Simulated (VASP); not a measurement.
# SiC (P6_3mc) in VASP: single point with r2SCAN

Aim: the single point of SiC with r2SCAN.

Program: VASP 6.6.1. These are calculated values, not measurements. Logs are shortened: lines on timing, memory, paths and dates and some standing lists are left out, and cuts for length are marked.

**1. The cell of the first run**

It takes space group P6_3mc (No. 186, hexagonal). Conventional cell: a = 3.078 Å, b = 3.078 Å, c = 10.077 Å, α = 90.00°, β = 90.00°, γ = 120.00°. Within 2.5 Å of Si (site symmetry 3m) lie 4 C at 1.89 Å. Si (site symmetry 3m) has 4 C at 1.88 to 1.89 Å within 2.5 Å. C (site symmetry 3m) has 4 Si at 1.88 to 1.89 Å within 2.5 Å. Within 2.5 Å of C (site symmetry 3m) lie 4 Si at 1.89 Å.

**2. Single point, r2SCAN**

POSCAR

```
SiC
1.0
    3.0775595615      0.0000000000      0.0000000000
   -1.5387797807      2.6652447619      0.0000000000
    0.0000000000      0.0000000000     10.0767686325
Si C
4 4
Direct
    0.6666666667      0.3333333333      0.9378375938
    0.3333333333      0.6666666667      0.4378375938
    0.0000000000      0.0000000000      0.6878931731
    0.0000000000      0.0000000000      0.1878931731
    0.6666666667      0.3333333333      0.7498040342
    0.3333333333      0.6666666667      0.2498040342
    0.0000000000      0.0000000000      0.5004641990
    0.0000000000      0.0000000000      0.0004641990
```

INCAR.step1

```
PREC = Accurate
ENCUT = 520
ISMEAR = 0
SIGMA = 0.01
LREAL = F
LASPH = T
NELM = 80
NBANDS = 26
GGA = PE
ALGO = Normal
EDIFF = 1E-4
LWAVE = T
LCHARG = F
```

INCAR.step2

```
PREC = Accurate
ENCUT = 520
EDIFF = 1E-6
ISMEAR = 0
SIGMA = 0.01
LREAL = F
LASPH = T
NELM = 80
ALGO = Normal
ISIF = 2
LWAVE = F
LCHARG = F
METAGGA = R2SCAN
LMIXTAU = T
NBANDS = 26
ISTART = 1
```

KPOINTS

```
Automatic mesh
0
Gamma
  14 14 4
```

Potentials or basis: VASP PAW PBE potentials, release 64 (Si, C).

Run with:

```
$ cat potpaw_PBE.64/Si/POTCAR potpaw_PBE.64/C/POTCAR > POTCAR
$ cp INCAR.step1 INCAR
$ mpirun -np 1 vasp_std > vasp.out
$ cp INCAR.step2 INCAR
$ mpirun -np 1 vasp_std > vasp.out
```

OUTCAR:

```text
PREC = Accurate
   ENCUT = 520
   EDIFF = 1E-6
   ISMEAR = 0
   LREAL = F
   LASPH = T
   NELM = 80
   ISIF = 2
   METAGGA = R2SCAN
   ISTART = 1

 ion  position               nearest neighbor table
   1  0.667  0.333  0.938-   8 1.89   8 1.89   8 1.89   5 1.89   3 3.08   3 3.08   3 3.08   4 3.08
                             4 3.08   4 3.08
   2  0.333  0.667  0.438-   7 1.89   7 1.89   7 1.89   6 1.89   4 3.08   4 3.08   4 3.08   3 3.08
                             3 3.08   3 3.08
   3  0.000  0.000  0.688-   5 1.88   5 1.88   5 1.88   7 1.89   1 3.08   1 3.08   1 3.08   2 3.08
                             2 3.08   2 3.08
   4  0.000  0.000  0.188-   6 1.88   6 1.88   6 1.88   8 1.89   2 3.08   2 3.08   2 3.08   1 3.08
                             1 3.08   1 3.08
   5  0.667  0.333  0.750-   3 1.88   3 1.88   3 1.88   1 1.89
   6  0.333  0.667  0.250-   4 1.88   4 1.88   4 1.88   2 1.89
   7  0.000  0.000  0.500-   2 1.89   2 1.89   2 1.89   3 1.89
   8  0.000  0.000  0.000-   1 1.89   1 1.89   1 1.89   4 1.89

  LATTYP: Found a hexagonal cell.
 ALAT       =     3.0775595615
 C/A-ratio  =     3.2742724978

  Lattice vectors:

 A1 = (   3.0775595615,   0.0000000000,   0.0000000000)
 A2 = (  -1.5387797807,   2.6652447619,   0.0000000000)
 A3 = (   0.0000000000,   0.0000000000,  10.0767686325)

Analysis of symmetry for initial positions (statically):
=====================================================================
 Subroutine PRICEL returns:
 Original cell was already a primitive cell.

 Routine SETGRP: Setting up the symmetry group for a
 hexagonal supercell.

 Subroutine GETGRP returns: Found 12 space group operations
 (whereof  6 operations were pure point group operations)
 out of a pool of 24 trial point group operations.

The static configuration has the point symmetry C_3v.
 The point group associated with its full space group is C_6v.

Analysis of symmetry for dynamics (positions and initial velocities):
=====================================================================
 Subroutine PRICEL returns:
 Original cell was already a primitive cell.

 Routine SETGRP: Setting up the symmetry group for a
 hexagonal supercell.

 Subroutine GETGRP returns: Found 12 space group operations
 (whereof  6 operations were pure point group operations)
 out of a pool of 24 trial point group operations.

The dynamic configuration has the point symmetry C_3v.
 The point group associated with its full space group is C_6v.

 Subroutine INISYM returns: Found 12 space group operations
[... 115 lines left out ...]
   ISIF   =      2    stress and relaxation
   ISYM   =      2    0-nonsym 1-usesym 2-fastsym
   POTIM  = 0.5000    time-step for ionic-motion
   TEBEG  =    0.0;   TEEND  =   0.0 temperature during run
   PSTRESS=    0.0 pullay stress
   NELECT =      32.0000    total number of electrons
   NUPDOWN=      -1.0000    fix difference up-down
   EMIN   =  10.00;   EMAX   =-10.00  energy-range for DOS
   EFERMI =   0.00;   METHOD = LEGACY
   ISMEAR =     0;   SIGMA  =   0.01  broadening in eV -4-tet -1-fermi 0-gaus
   EFERMI_NEDOS =   21; number of points for ismear=-14 and -15
   IALGO  =     38    algorithm
   IMIX   =      4    mixing-type and parameters
     AMIX     =   0.40;   BMIX     =  1.00
     AMIX_MAG =   1.60;   BMIX_MAG =  1.00
  volume/ion in A,a.u.               =      10.33        69.72
  Fermi-wavevector in a.u.,A,eV,Ry     =   1.193172  2.254769 19.370076  1.423660
  Thomas-Fermi vector in A             =   2.329193
   LORBIT       =      0    0 simple, 1 ext, 2 COOP (PROOUT), +10 PAW based schemes
   METAGGA = R2SCAN    functional components
   LHFCALC =     F    Hartree Fock is set to
   AEXX    =    0.0000 exact exchange contribution
   IVDW    =     0    specifies the selected vdW correction
   LEPSILON=     F    determine dielectric tensor
   LRPA    =     F    only Hartree local field effects (RPA)
 non-spin polarized calculation
 Gauss-broadening in eV      SIGMA  =   0.01
  energy-cutoff  :      520.00
  volume of cell :       82.65
 maximum number of plane-waves:      2256
 NGX is ok and might be reduce to    24
   NGX = 11   NGY = 11   NGZ = 37

 number of electron      32.0000000 magnetization

 Free energy of the ion-electron system (eV)
  ---------------------------------------------------
  ext. energy  EPLUGINS =         0.00000000
  ---------------------------------------------------
  free energy    TOTEN  =       -77.30800421 eV

  energy without entropy =      -77.30800421  energy(sigma->0) =      -77.30800421

 E-fermi :   8.1427     XC(G=0): -11.9371

 val. band max:        8.0686080228   @ k =   0.0000   0.0000   0.0000
 cond. band min:      10.6779446438   @ k =   0.5000  -0.0000   0.0000
 fundamental gap:      2.6093366211
 Fermi energy:         8.1426546099

 k-point     1 :       0.0000    0.0000    0.0000
  band No.  band energies     occupation
      1      -8.2026      2.00000
      2      -6.9848      2.00000
      3      -6.9466      2.00000
      4      -4.5727      2.00000
      5      -0.8372      2.00000
      6       3.5003      2.00000
[... 685 lines left out ...]
     25      18.6666      0.00000
     26      18.7639      0.00000

 [... further k-points ...]

------------------------ aborting loop because EDIFF is reached ----------------------------------------

  FORCE on cell =-STRESS in cart. coord.  units (eV):
  Direction    XX          YY          ZZ          XY          YZ          ZX
  --------------------------------------------------------------------------------------
  -------------------------------------------------------------------------------------
  Total       -0.0938344     -0.0938344     -0.0988317     -0.0000000      0.0000000      0.0000000
  in kB       -1.8188965     -1.8188965     -1.9157636     -0.0000000      0.0000000      0.0000000
  external PRESSURE =      -1.8511856 kB  Pullay stress =       0.0000000 kB

 VOLUME and BASIS-vectors are now :
 -----------------------------------------------------------------------------
  energy-cutoff  :      520.00
  volume of cell :       82.65
      direct lattice vectors                 reciprocal lattice vectors
     3.077559562  0.000000000  0.000000000     0.324932785  0.187600031  0.000000000
    -1.538779781  2.665244762  0.000000000     0.000000000  0.375200062  0.000000000
     0.000000000  0.000000000 10.076768633     0.000000000  0.000000000  0.099238162

 POSITION                                       TOTAL-FORCE (eV/Angst)
 -----------------------------------------------------------------------------------
      1.53878      0.88841      9.45037        -0.000000      0.000000      0.001125
     -0.00000      1.77683      4.41199         0.000000     -0.000000      0.001125
      0.00000      0.00000      6.93174         0.000000      0.000000     -0.001390
      0.00000      0.00000      1.89336        -0.000000     -0.000000     -0.001390
      1.53878      0.88841      7.55560         0.000000      0.000000      0.000244
     -0.00000      1.77683      2.51722        -0.000000     -0.000000      0.000244
      0.00000      0.00000      5.04306        -0.000000     -0.000000      0.000021
      0.00000      0.00000      0.00468         0.000000     -0.000000      0.000021
 -----------------------------------------------------------------------------------
    total drift:                                0.000000      0.000000     -0.000639

  FREE ENERGIE OF THE ION-ELECTRON SYSTEM (eV)
  ---------------------------------------------------
  free  energy   TOTEN  =       -77.3080042097 eV

  energy  without entropy=      -77.3080042097  energy(sigma->0) =      -77.30800421
```

Wall time 8 min (1 thread of Intel Xeon Platinum 8259CL at 2.50GHz (Skylake/Cascade Lake), shared host); peak memory 0.28 GiB.

What came out:

```
Free energy            : -77.3080 eV
Pressure               : -0.2 GPa
Band gap on the k mesh : 2.61 eV (least direct gap 3.79 eV)
```

Caveat: the PAW data sets were made with another functional, which shifts forces and pressure a little. A k mesh can miss the band edges.
